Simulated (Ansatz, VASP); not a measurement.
**Al3H2 in VASP and in Ansatz**

The input INCAR:

```
PREC     = Accurate       # precision mode
ENCUT    = 600            # plane-wave cutoff, eV
EDIFF    = 1E-6           # SCF threshold, eV
ISMEAR   = 0              # smearing method
SIGMA    = 0.2            # smearing width, eV
LREAL    = F              # projectors in reciprocal space
LASPH    = T              # aspherical terms in the spheres
NELM     = 100            # most SCF steps
ALGO     = Normal         # electronic algorithm
ISIF     = 3              # what is computed and relaxed
LWAVE    = F              # write WAVECAR
LCHARG   = F              # write CHGCAR
GGA      = PE             # functional
IBRION   = 2              # ionic algorithm
NSW      = 36             # ionic steps
EDIFFG   = -0.08          # ionic threshold
```

The input KPOINTS:

```
Automatic mesh
0
Gamma
  6 6 2
```

Contents of POSCAR:

```
Al3H2
1.0
    2.8600000000      0.0000000000      0.0000000000
   -1.4300000000      2.4768326500      0.0000000000
    0.0000000000      0.0000000000      8.4000000000
Al H
3 2
Direct
    0.6666666700      0.3333333300      0.7250000000
    0.3333333300      0.6666666700      0.2750000000
    0.0000000000      0.0000000000      0.0000000000
    0.0000000000      0.0000000000      0.4550000000
    0.0000000000      0.0000000000      0.5450000000
```

Input for Ansatz:

```yaml
crystal:
  lattice:
    - [2.86, 0.0, 0.0]
    - [-1.43, 2.47683265, 0.0]
    - [0.0, 0.0, 8.4]
  atoms:
    - { symbol: Al, position: [0.66666667, 0.33333333, 0.725] }
    - { symbol: Al, position: [0.33333333, 0.66666667, 0.275] }
    - { symbol: Al, position: [0.0, 0.0, 0.0] }
    - { symbol: H, position: [0.0, 0.0, 0.455] }
    - { symbol: H, position: [0.0, 0.0, 0.545] }
basis:
  ecutwfc: 420
kpoints:
  mp_grid: { grid: [6, 6, 2] }
hamiltonian:
  xc: pbe
scf:
  occupations: { method: gaussian, width: 0.2 }
  lower_state_search: "off"
output:
  forces: true
  stress: true
  eigenvalues: true
relax:
  adjacent_minimum: "off"
  f_tol: 0.08
  max_steps: 16
  cell: { stress_tol: 0.8 }
```

Alike in both runs: task relaxation of cell and atoms; functional PBE; k mesh 6 × 6 × 2; occupations gaussian, width 0.2 eV; no spin polarisation.

|  | VASP | Ansatz |
| --- | --- | --- |
| version | VASP 6.6.1 | Ansatz 0.2.0 |
| potentials or method | VASP PAW PBE potentials, release 64 (Al, H), cutoff 600 eV | scalar-relativistic, plane waves, PAW |
| valence electrons in the cell | 11 | 11 |

Ansatz gave:

| Item | Value |
| --- | --- |
| gap on the k mesh at the Fermi level, each at its own relaxed structure (eV) | none |
| relaxed volume (Å³/atom) | 15.76 |
| relaxed cell length with the largest relative difference (Å) | 11.592 |

Q: Estimate VASP's values.

A: gap on the k mesh at the Fermi level, each at its own relaxed structure (eV): none; relaxed volume (Å³/atom): 15.70; relaxed cell length with the largest relative difference (Å): 11.498.

A gap of «none» marks a metal or a gap that the smearing closes.

The k mesh is coarse, so the values compare programs but aren't converged. Noted on VASP's run: the volume moved by over 15 % at a fixed basis, so the end points are rough.
